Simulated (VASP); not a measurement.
# Cu2O (Pn-3m) in VASP: further runs

Cu2O is run at these levels: r2SCAN; tasks: single point.

All numbers are computed with VASP 6.6.1; they aren't measurements. Logs are shortened: lines on timing, memory, paths and dates and some standing lists are left out, and cuts for length are marked.

**The experiment to reproduce.**

From “Importance of surface oxygen vacancies for ultrafast hot carrier relaxation and transport in Cu2O”, 2021, arxiv:2103.03167, for a bulk crystal of Cu2O: band gap 2.17 eV (direct).

How close the calculation comes is told below.

## Step 1: The cell of the first run

Symmetry: Pn-3m, No. 224, cubic system. Conventional cell: a = 4.246 Å, b = 4.246 Å, c = 4.246 Å, α = 90.00°, β = 90.00°, γ = 90.00°. Cu (site symmetry -3m) has 2 O at 1.84 Å within 2.4 Å. Within 2.4 Å of O (site symmetry -43m) lie 4 Cu at 1.84 Å.

## Step 2: Single point, r2SCAN

POSCAR

```
Cu2O
1.0
    4.2458092684      0.0000000000      0.0000000000
    0.0000000000      4.2458092684      0.0000000000
    0.0000000000      0.0000000000      4.2458092684
Cu O
4 2
Direct
    0.2500000000      0.2500000000      0.2500000000
    0.2500000000      0.7500000000      0.7500000000
    0.7500000000      0.7500000000      0.2500000000
    0.7500000000      0.2500000000      0.7500000000
    0.0000000000      0.0000000000      0.0000000000
    0.5000000000      0.5000000000      0.5000000000
```

INCAR.step1

```
ALGO = Normal ; EDIFF = 1E-5
ENCUT = 660 ; GGA = PE
GGA_COMPAT = False ; ISMEAR = 0
LASPH = True ; LCHARG = False
LREAL = False ; LWAVE = True
NBANDS = 37 ; NELM = 120
PREC = Accurate ; SIGMA = 0.02
```

INCAR.step2

```
ALGO = Normal ; EDIFF = 1E-6
ENCUT = 660 ; GGA_COMPAT = False
ISIF = 2 ; ISMEAR = 0
ISTART = 1 ; LASPH = True
LCHARG = False ; LMIXTAU = True
LREAL = False ; LWAVE = False
METAGGA = R2SCAN ; NBANDS = 37
NELM = 120 ; PREC = Accurate
SIGMA = 0.02
```

KPOINTS

```
k-points
0
Gamma
  6 6 6
```

Potentials or basis: VASP PAW PBE potentials, release 64 (Cu, O).

On the command line:

```sh
> cat potpaw_PBE.64/Cu/POTCAR potpaw_PBE.64/O/POTCAR > POTCAR
> cp INCAR.step1 INCAR
> mpirun -np 1 vasp_std > vasp.out
> cp INCAR.step2 INCAR
> mpirun -np 1 vasp_std > vasp.out
```

OUTCAR:

```text
EDIFF = 1E-6
   ENCUT = 660
   ISIF = 2
   ISMEAR = 0
   ISTART = 1
   LASPH = True
   LREAL = False
   METAGGA = R2SCAN
   NELM = 120
   PREC = Accurate

 ion  position               nearest neighbor table
   1  0.250  0.250  0.250-   5 1.84   6 1.84
   2  0.250  0.750  0.750-   5 1.84   6 1.84
   3  0.750  0.750  0.250-   5 1.84   6 1.84
   4  0.750  0.250  0.750-   5 1.84   6 1.84
   5  0.000  0.000  0.000-   1 1.84   2 1.84   3 1.84   4 1.84
   6  0.500  0.500  0.500-   1 1.84   2 1.84   3 1.84   4 1.84

  LATTYP: Found a simple cubic cell.
 ALAT       =     4.2458092684

  Lattice vectors:

 A1 = (   4.2458092684,   0.0000000000,   0.0000000000)
 A2 = (   0.0000000000,   4.2458092684,   0.0000000000)
 A3 = (   0.0000000000,   0.0000000000,   4.2458092684)

Analysis of symmetry for initial positions (statically):
=====================================================================
 Subroutine PRICEL returns:
 Original cell was already a primitive cell.

 Routine SETGRP: Setting up the symmetry group for a
 simple cubic supercell.

 Subroutine GETGRP returns: Found 48 space group operations
 (whereof 24 operations were pure point group operations)
 out of a pool of 48 trial point group operations.

The static configuration has the point symmetry T_d .
 The point group associated with its full space group is O_h .

Analysis of symmetry for dynamics (positions and initial velocities):
=====================================================================
 Subroutine PRICEL returns:
 Original cell was already a primitive cell.

 Routine SETGRP: Setting up the symmetry group for a
 simple cubic supercell.

 Subroutine GETGRP returns: Found 48 space group operations
 (whereof 24 operations were pure point group operations)
 out of a pool of 48 trial point group operations.

The dynamic configuration has the point symmetry T_d .
 The point group associated with its full space group is O_h .

 Subroutine INISYM returns: Found 48 space group operations
 (whereof 24 operations are pure point group operations),
 and found     1 'primitive' translations

----------------------------------------------------------------------------------------

                                     Primitive cell

  volume of cell :      76.5388

  direct lattice vectors                    reciprocal lattice vectors
     4.245809268  0.000000000  0.000000000     0.235526359  0.000000000  0.000000000
     0.000000000  4.245809268  0.000000000     0.000000000  0.235526359  0.000000000
     0.000000000  0.000000000  4.245809268     0.000000000  0.000000000  0.235526359

  length of vectors
     4.245809268  4.245809268  4.245809268     0.235526359  0.235526359  0.235526359

  position of ions in fractional coordinates (direct lattice)
     0.250000000  0.250000000  0.250000000
     0.250000000  0.750000000  0.750000000
     0.750000000  0.750000000  0.250000000
     0.750000000  0.250000000  0.750000000
     0.000000000  0.000000000  0.000000000
     0.500000000  0.500000000  0.500000000

  ion indices of the primitive-cell ions
   primitive index   ion index
                 1           1
                 2           2
                 3           3
                 4           4
                 5           5
                 6           6

----------------------------------------------------------------------------------------

 KPOINTS: k-points

Automatic generation of k-mesh.
 Grid dimensions read from file:
 generate k-points for:    6    6    6

 Generating k-lattice:

  Cartesian coordinates                     Fractional coordinates (reciprocal lattice)
     0.039254393  0.000000000  0.000000000     0.166666667  0.000000000  0.000000000
     0.000000000  0.039254393  0.000000000     0.000000000  0.166666667  0.000000000
     0.000000000  0.000000000  0.039254393     0.000000000  0.000000000  0.166666667

  Length of vectors
     0.039254393  0.039254393  0.039254393

  Shift w.r.t. Gamma in fractional coordinates (k-lattice)
     0.000000000  0.000000000  0.000000000

 Subroutine IBZKPT returns following result:
 ===========================================

 Found     20 irreducible k-points:

 Following reciprocal coordinates:
            Coordinates               Weight
  0.000000  0.000000  0.000000      1.000000
  0.166667  0.000000  0.000000      6.000000
  0.333333  0.000000  0.000000      6.000000
  0.500000  0.000000  0.000000      3.000000
  0.166667  0.166667  0.000000     12.000000
  0.333333  0.166667  0.000000     24.000000
[... 12 lines left out ...]
  0.500000  0.500000  0.333333      6.000000
  0.500000  0.500000  0.500000      1.000000
   k-points           NKPTS =     20   k-points in BZ     NKDIM =     20   number of bands    NBANDS=     37
   number of dos      NEDOS =    301   number of ions     NIONS =      6
   total plane-waves  NPLWV =  46656
   dimension x,y,z NGX =    36 NGY =   36 NGZ =   36
   dimension x,y,z NGXF=    72 NGYF=   72 NGZF=   72
   ions per type =               4   2
   NGX,Y,Z   is equivalent  to a cutoff of  14.10, 14.10, 14.10 a.u.
   NGXF,Y,Z  is equivalent  to a cutoff of  28.19, 28.19, 28.19 a.u.
 SYSTEM =  unknown system
   PREC   = accura    normal or accurate (medium, high low for compatibility)
   ISTART =      1    job   : 0-new  1-cont  2-samecut
   ICHARG =      0    charge: 1-file 2-atom 10-const
   ISPIN  =      1    spin polarized calculation?
   LNONCOLLINEAR =      F non collinear calculations
   LSORBIT =      F    spin-orbit coupling
   LASPH  =      T    aspherical Exc in radial PAW
   ENCUT  =  660.0 eV  48.51 Ry    6.96 a.u.   8.89  8.89  8.89*2*pi/ulx,y,z
   NELM   =    120;   NELMIN=  2; NELMDL=  0     # of ELM steps
   EDIFF  = 0.1E-05   stopping-criterion for ELM
   LREAL  =      F    real-space projection
   EDIFFG = 0.1E-04   stopping-criterion for IOM
   NSW    =      0    number of steps for IOM
   IBRION =     -1    ionic relax: 0-MD 1-quasi-New 2-CG
   NFREE  =      0    steps in history (QN), initial steepest desc. (CG)
   ISIF   =      2    stress and relaxation
   ISYM   =      2    0-nonsym 1-usesym 2-fastsym
   POTIM  = 0.5000    time-step for ionic-motion
   TEBEG  =    0.0;   TEEND  =   0.0 temperature during run
   PSTRESS=    0.0 pullay stress
   NELECT =      56.0000    total number of electrons
   NUPDOWN=      -1.0000    fix difference up-down
   EMIN   =  10.00;   EMAX   =-10.00  energy-range for DOS
   EFERMI =   0.00;   METHOD = LEGACY
   ISMEAR =     0;   SIGMA  =   0.02  broadening in eV -4-tet -1-fermi 0-gaus
   EFERMI_NEDOS =   21; number of points for ismear=-14 and -15
   IALGO  =     38    algorithm
   IMIX   =      4    mixing-type and parameters
     AMIX     =   0.40;   BMIX     =  1.00
     AMIX_MAG =   1.60;   BMIX_MAG =  1.00
  volume/ion in A,a.u.               =      12.76        86.08
  Fermi-wavevector in a.u.,A,eV,Ry     =   1.475176  2.787677 29.608220  2.176143
  Thomas-Fermi vector in A             =   2.589857
   LORBIT       =      0    0 simple, 1 ext, 2 COOP (PROOUT), +10 PAW based schemes
   METAGGA = R2SCAN    functional components
   LHFCALC =     F    Hartree Fock is set to
   AEXX    =    0.0000 exact exchange contribution
   IVDW    =     0    specifies the selected vdW correction
   LEPSILON=     F    determine dielectric tensor
   LRPA    =     F    only Hartree local field effects (RPA)
 non-spin polarized calculation
 Gauss-broadening in eV      SIGMA  =   0.02
  energy-cutoff  :      660.00
  volume of cell :       76.54
 maximum number of plane-waves:      3016
 NGX is ok and might be reduce to    36
   NGX = 17   NGY = 17   NGZ = 17

 number of electron      55.9999991 magnetization

 Free energy of the ion-electron system (eV)
  ---------------------------------------------------
  ext. energy  EPLUGINS =         0.00000000
  ---------------------------------------------------
  free energy    TOTEN  =       -58.22001045 eV

  energy without entropy =      -58.22001045  energy(sigma->0) =      -58.22001045

 E-fermi :   4.7960     XC(G=0): -11.6945

 val. band max:        4.7070228731   @ k =   0.0000   0.0000   0.0000
 cond. band min:       5.4961932547   @ k =   0.0000   0.0000   0.0000
 fundamental gap:      0.7891703816
 Fermi energy:         4.7959533746

 k-point     1 :       0.0000    0.0000    0.0000
  band No.  band energies     occupation
      1     -16.6785      2.00000
      2     -15.9544      2.00000
      3      -2.8360      2.00000
      4      -2.8360      2.00000
      5      -2.8360      2.00000
      6      -0.3684      2.00000
[... 29 lines left out ...]
     36      14.4861      0.00000
     37      14.4861      0.00000

 k-point     2 :       0.1667    0.0000    0.0000
  band No.  band energies     occupation
      1     -16.6294      2.00000
      2     -16.0019      2.00000
      3      -2.7633      2.00000
      4      -2.7308      2.00000
      5      -2.7308      2.00000
      6      -0.9122      2.00000
[... 29 lines left out ...]
     36      13.8973      0.00000
     37      13.8973      0.00000

 k-point     3 :       0.3333    0.0000    0.0000
  band No.  band energies     occupation
      1     -16.4954      2.00000
      2     -16.1328      2.00000
      3      -2.5359      2.00000
      4      -2.4466      2.00000
      5      -2.4466      2.00000
      6      -1.5742      2.00000
[... 29 lines left out ...]
     36      13.1225      0.00000
     37      13.1225      0.00000

 k-point     4 :       0.5000    0.0000    0.0000
  band No.  band energies     occupation
      1     -16.3133      2.00000
      2     -16.3133      2.00000
      3      -2.1992      2.00000
      4      -2.1992      2.00000
      5      -2.1376      2.00000
      6      -2.1376      2.00000
[... 29 lines left out ...]
     36      12.8294      0.00000
     37      14.5625      0.00000
[... 523 lines left out ...]
      1     -16.4608      2.00000
      2     -16.1019      2.00000
      3      -2.8019      2.00000
      4      -2.6571      2.00000
      5      -2.6003      2.00000
      6      -1.3145      2.00000
[... 29 lines left out ...]
     36      14.4240      0.00000
     37      17.2398      0.00000

 k-point    19 :       0.5000    0.5000    0.3333
  band No.  band energies     occupation
      1     -16.4833      2.00000
      2     -16.0681      2.00000
      3      -2.7809      2.00000
      4      -2.7809      2.00000
      5      -2.5759      2.00000
      6      -1.2984      2.00000
[... 29 lines left out ...]
     36      13.7904      0.00000
     37      18.4181      0.00000

 k-point    20 :       0.5000    0.5000    0.5000
  band No.  band energies     occupation
      1     -16.5100      2.00000
      2     -16.0297      2.00000
      3      -2.7277      2.00000
      4      -2.7277      2.00000
      5      -2.7277      2.00000
      6      -1.2432      2.00000
[... 29 lines left out ...]
     36      13.0922      0.00000
     37      19.3374      0.00000

------------------------ aborting loop because EDIFF is reached ----------------------------------------

  FORCE on cell =-STRESS in cart. coord.  units (eV):
  Direction    XX          YY          ZZ          XY          YZ          ZX
  --------------------------------------------------------------------------------------
  -------------------------------------------------------------------------------------
  Total        0.3930063      0.3930063      0.3930063     -0.0000000     -0.0000000      0.0000000
  in kB        8.2267560      8.2267560      8.2267560     -0.0000000     -0.0000000      0.0000000
  external PRESSURE =       8.2267560 kB  Pullay stress =       0.0000000 kB

 VOLUME and BASIS-vectors are now :
 -----------------------------------------------------------------------------
  energy-cutoff  :      660.00
  volume of cell :       76.54
      direct lattice vectors                 reciprocal lattice vectors
     4.245809268  0.000000000  0.000000000     0.235526359  0.000000000  0.000000000
     0.000000000  4.245809268  0.000000000     0.000000000  0.235526359  0.000000000
     0.000000000  0.000000000  4.245809268     0.000000000  0.000000000  0.235526359

 POSITION                                       TOTAL-FORCE (eV/Angst)
 -----------------------------------------------------------------------------------
      1.06145      1.06145      1.06145         0.000000     -0.000000      0.000000
      1.06145      3.18436      3.18436        -0.000000     -0.000000      0.000000
      3.18436      3.18436      1.06145        -0.000000      0.000000      0.000000
      3.18436      1.06145      3.18436        -0.000000      0.000000     -0.000000
      0.00000      0.00000      0.00000         0.000000     -0.000000      0.000000
      2.12290      2.12290      2.12290         0.000000     -0.000000      0.000000
 -----------------------------------------------------------------------------------
    total drift:                                0.000000      0.000000      0.000000

  FREE ENERGIE OF THE ION-ELECTRON SYSTEM (eV)
  ---------------------------------------------------
  free  energy   TOTEN  =       -58.2200104524 eV

  energy  without entropy=      -58.2200104524  energy(sigma->0) =      -58.22001045
```

Run time: 1.8 min. Hardware: 1 thread of Intel Xeon 6975P-C (Granite Rapids), shared host; peak memory 0.25 GiB.

What came out:

| Item | Value |
| --- | --- |
| Free energy | -58.2200 eV |
| Pressure | 0.8 GPa |
| Band gap on the k mesh | 0.79 eV, direct |

Caveat: the PAW data sets were made with another functional, which shifts forces and pressure a little.

(Part 1 of 2 ends here.)
